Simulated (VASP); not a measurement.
A run of VASP 6.6.1:

POSCAR

```
Cu
1.0
    0.0000000000      1.8194705475      1.8194705475
    1.8194705475      0.0000000000      1.8194705475
    1.8194705475      1.8194705475      0.0000000000
Cu
1
Direct
    0.0000000000      0.0000000000      0.0000000000
```

INCAR.step1

```
PREC     = Accurate       # precision mode
ENCUT    = 660            # plane-wave cutoff, eV
ISMEAR   = -1             # smearing method
SIGMA    = 0.05           # smearing width, eV
LREAL    = F              # projectors in reciprocal space
LASPH    = T              # aspherical terms in the spheres
NELM     = 120            # most SCF steps
NBANDS   = 12             # bands
GGA      = PE             # functional
ALGO     = Normal         # electronic algorithm
EDIFF    = 1E-5           # SCF threshold, eV
LWAVE    = T              # write WAVECAR
LCHARG   = F              # write CHGCAR
GGA_COMPAT= F
```

INCAR.step2

```
PREC     = Accurate       # precision mode
ENCUT    = 660            # plane-wave cutoff, eV
EDIFF    = 1E-6           # SCF threshold, eV
ISMEAR   = -1             # smearing method
SIGMA    = 0.05           # smearing width, eV
LREAL    = F              # projectors in reciprocal space
LASPH    = T              # aspherical terms in the spheres
NELM     = 120            # most SCF steps
ALGO     = Normal         # electronic algorithm
ISIF     = 2              # what is computed and relaxed
LWAVE    = F              # write WAVECAR
LCHARG   = T              # write CHGCAR
METAGGA  = R2SCAN         # meta-GGA
LMIXTAU  = T            
IVDW     = 13             # dispersion correction
VDW_S6   = 1.0          
VDW_S8   = 0.6018749    
VDW_A1   = 0.51559235   
VDW_A2   = 5.77342911   
LELF     = T              # ELF
LVHAR    = T            
NBANDS   = 12             # bands
ISTART   = 1            
GGA_COMPAT= F
```

Contents of KPOINTS:

```
regular mesh
0
Gamma
  13 13 13
```

Potentials or basis: VASP PAW PBE potentials, release 64 (Cu).

Command:

```console
$ cat potpaw_PBE.64/Cu/POTCAR > POTCAR
$ cp INCAR.step1 INCAR
$ mpirun -np 1 vasp_std > vasp.out
$ cp INCAR.step2 INCAR
$ mpirun -np 1 vasp_std > vasp.out
```

Hardware: 1 thread of Intel(R) Xeon(R) 6975P-C (Granite Rapids), with other jobs on the host.

Question: How long does it take, and how much memory?

Answer: It took 24 s on 1 thread of Intel(R) Xeon(R) 6975P-C (Granite Rapids) (shared host), peak memory 0.15 GiB. Counts: k points 84.
